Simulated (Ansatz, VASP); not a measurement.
**Two plane-wave programs on Au3C**

INCAR

```
PREC = Accurate
ENCUT = 520
EDIFF = 1E-6
ISMEAR = 0
SIGMA = 0.1
LREAL = False
LASPH = True
NELM = 100
ALGO = Normal
ISIF = 2
LWAVE = False
LCHARG = False
LDIPOL = True
IDIPOL = 3
DIPOL = 0.5 0.5 0.336
GGA = PE
NBANDS = 26
```

KPOINTS

```
regular mesh
0
Gamma
  9 9 1
```

Contents of POSCAR:

```
Au3C
1.0
    2.9402049748      0.0000000000      0.0000000000
   -1.4701024874      2.5462922005      0.0000000000
    0.0000000000      0.0000000000     21.8974947720
Au C
3 1
Direct
    0.6666666667      0.3333333333      0.1826692981
    0.3333333333      0.6666666667      0.2945190844
    0.0000000000      0.0000000000      0.4063247812
    0.2222222222     -0.2222222222      0.4606688974
```

Input for Ansatz:

```yaml
crystal:
  lattice:
    - [2.9402049748, 0.0, 0.0]
    - [-1.4701024874, 2.5462922005, 0.0]
    - [0.0, 0.0, 21.897494772]
  atoms:
    - { symbol: Au, position: [0.6666666667, 0.3333333333, 0.1826692981] }
    - { symbol: Au, position: [0.3333333333, 0.6666666667, 0.2945190844] }
    - { symbol: Au, position: [0.0, 0.0, 0.4063247812] }
    - { symbol: C, position: [0.2222222222, -0.2222222222, 0.4606688974] }
basis:
  ecutwfc: 420
kpoints:
  mp_grid: { grid: [9, 9, 1] }
hamiltonian:
  xc: pbe
scf:
  occupations: { method: gaussian, width: 0.1 }
output:
  forces: true
  eigenvalues: true
  write_density: true
  write_potential: true
  elf: true
  volumetric_format: npy
efield:
  axis: 3
  dipole_correction: true
  ramp_width: 0.04
```

Alike in both runs: task single point; functional PBE; k mesh 9 × 9 × 1; occupations gaussian, width 0.1 eV; no spin polarisation.

```csv
,VASP,Ansatz
version,VASP 6.6.1,Ansatz 0.2.0
potentials or method,"VASP PAW PBE potentials, release 64 (Au, C), cutoff 520 eV","scalar-relativistic, plane waves, PAW"
valence electrons in the cell,37,61
```

|  | VASP | Ansatz | Ansatz less VASP |
| --- | --- | --- | --- |
| gap on the k mesh at the Fermi level (eV) | none | none | - |
| rms of the force components (eV/Å) | 4.703 | 4.530 | -0.1735 |

Atom by atom the forces differ by 0.174 eV/Å (rms over components). A gap of «none» marks a metal or a gap that the smearing closes. With one functional, cell and mesh, what is left measures potentials, basis and numerics. VASP's potentials hold 37 valence electrons a cell and Ansatz's 61, so a difference there can come from the potentials and not from the codes. Ansatz's warnings: xc potential rough in thin density.

Neither program's run includes spin-orbit coupling.
